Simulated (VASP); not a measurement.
## Mg: single point with PBE

Mg:

```
CELL_PARAMETERS angstrom
5.03160 0.00000 0.00000
-2.51580 4.35749 0.00000
0.00000 0.00000 11.73015
ATOMIC_POSITIONS crystal
Mg 0.00000 0.00000 0.12456
Mg 0.00000 0.00000 0.62456
Mg 0.00000 0.00000 0.37544
Mg 0.00000 0.00000 0.87544
Mg 0.33333 0.66667 0.00133
Mg 0.66667 0.33333 0.50133
Mg 0.33333 0.66667 0.49867
Mg 0.66667 0.33333 0.99867
```

```yaml
Program: VASP 6.6.1
Task: single point
Functional: PBE
Potentials_or_basis: VASP PAW PBE potentials, release 64 (Mg)
Cutoff: 520 eV
k_mesh: 6 × 6 × 2
Occupations: gaussian, width 0.1 eV
Spin: no spin polarisation
```

| Property | Result |
| --- | --- |
| Pressure | -0.1 GPa |
| Largest force | 0.042 eV/Å |
| Band gap on the k mesh | zero (bands 8 and 9 overlap by 1.69 eV) |

Forces on the atoms (eV/Å):
```
Mg   0.000  0.000 -0.042
Mg   0.000  0.000 -0.042
Mg   0.000  0.000  0.042
Mg   0.000  0.000  0.042
Mg   0.000  0.000 -0.004
Mg   0.000  0.000 -0.004
Mg   0.000  0.000  0.004
Mg   0.000  0.000  0.004
```

Levels at points of the mesh, in eV from the Fermi level:
```
           k point  band 6  band 7  band 8  band 9  band 10  band 11
(0.00, 0.00, 0.00)    1.03    1.03    1.34    1.34     1.40     1.40
(0.50, 0.00, 0.00)   -0.80   -0.59   -0.35   -0.13     0.56     0.59
(0.00, 0.00, 0.50)    1.03    1.16    1.16    1.16     1.16     1.47
(0.50, 0.00, 0.50)   -1.34   -0.48   -0.48   -0.22    -0.22     0.47
```

Wall time 47 s on 1 thread of AMD EPYC 9R45 96-Core Processor (Zen 5) (shared host), peak memory 0.34 GiB.
